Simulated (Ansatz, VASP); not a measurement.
## One calculation of AlN, two programs

```
CELL_PARAMETERS angstrom
0.00000 2.03452 2.03452
2.03452 0.00000 2.03452
2.03452 2.03452 0.00000
ATOMIC_POSITIONS crystal
Al 0.50000 0.50000 0.50000
N 0.00000 0.00000 0.00000
```

Alike in both runs: task single point; functional PBE; k mesh 2 × 2 × 2; no spin polarisation.

```csv
,VASP,Ansatz
version,VASP 6.6.1,Ansatz 0.2.0
potentials or method,"VASP PAW PBE potentials, release 64 (Al, N)","scalar-relativistic, plane waves, norm-conserving potentials"
plane-wave cutoff (eV),600,1240
occupations,"gaussian, width 0.01 eV",fixed
valence electrons in the cell,8,8
```

```tsv
	VASP	Ansatz	Ansatz less VASP
gap on the k mesh at the Fermi level (eV)	3.80	3.81	+0.015
least direct gap on the mesh (eV)	5.22	5.22	+0.006
pressure (GPa)	6.1	6.8	+0.73
```

The k mesh is coarse, so the values compare programs but aren't converged.
